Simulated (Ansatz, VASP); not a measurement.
## One calculation of SnSe2, two programs

```
Sn Se
1.0
    -3.81100    0.00000    0.00000
    -1.90550   -3.30042    0.00000
     0.00000    0.00000   16.77400
Sn Se
2 4
Cartesian
  0.0000 0.0000 9.2055
  0.0000 0.0000 3.0685
  -1.9055 -1.1001 10.7398
  -1.9055 -1.1001 4.6028
  -3.8110 -2.2003 1.5342
  -3.8110 -2.2003 7.6712
```

Alike in both runs: task single point; functional PBE; dispersion D3(BJ); k mesh 8 × 8 × 3; occupations gaussian, width 0.05 eV; no spin polarisation.

```csv
,VASP,Ansatz
version,VASP 6.6.1,Ansatz 0.2.0
potentials or method,"VASP PAW PBE potentials, release 64 (Sn_d, Se), cutoff 520 eV","scalar-relativistic, plane waves, PAW"
valence electrons in the cell,52,92
```

VASP gave:

```
gap on the k mesh at the Fermi level (eV) : 0.87
least direct gap on the mesh (eV)         : 1.14
rms of the force components (eV/Å)        : 0.352
```

Question: What did Ansatz give for the same quantities?

Answer: gap on the k mesh at the Fermi level (eV): 0.88; least direct gap on the mesh (eV): 1.14; rms of the force components (eV/Å): 0.344.

Atom by atom the forces differ by 0.008 eV/Å (rms over components). VASP's potentials hold 52 valence electrons a cell and Ansatz's 92, so a difference there can come from the potentials and not from the codes.
